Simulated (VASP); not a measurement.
Crystal: Zr.

```
Zr
1.0
    -1.81000    1.81000    1.81000
     1.81000   -1.81000    1.81000
     1.81000    1.81000   -1.81000
Zr
1
Direct
  0.00000 0.00000 0.00000
```

Base run:

```yaml
Program: VASP 6.6.1
Functional: PBEsol
Potentials_or_basis: VASP PAW PBE potentials, release 64 (Zr_sv)
Cutoff: 520 eV
k_mesh: 10 × 10 × 10
Occupations: fermi-dirac, width 0.05 eV
Spin: no spin polarisation
```

Its results: band gap on the k mesh zero (band 6 reaches 9.49 eV, above the bottom of band 7 at 7.70 eV); pressure -7.0 GPa.

Task: The run is repeated on the same cell with these changes: functional from PBEsol to LDA; potentials or basis from VASP PAW PBE potentials, release 64 (Zr_sv) to VASP PAW LDA potentials, release 64 (Zr_sv); cutoff from 520 eV to 500 eV. What comes out?

Result: Band gap on the k mesh zero (band 6 reaches 9.38 eV, above the bottom of band 7 at 7.66 eV); pressure -9.7 GPa.

Caveats: the PAW data sets were made with another functional, which shifts forces and pressure a little (some runs).
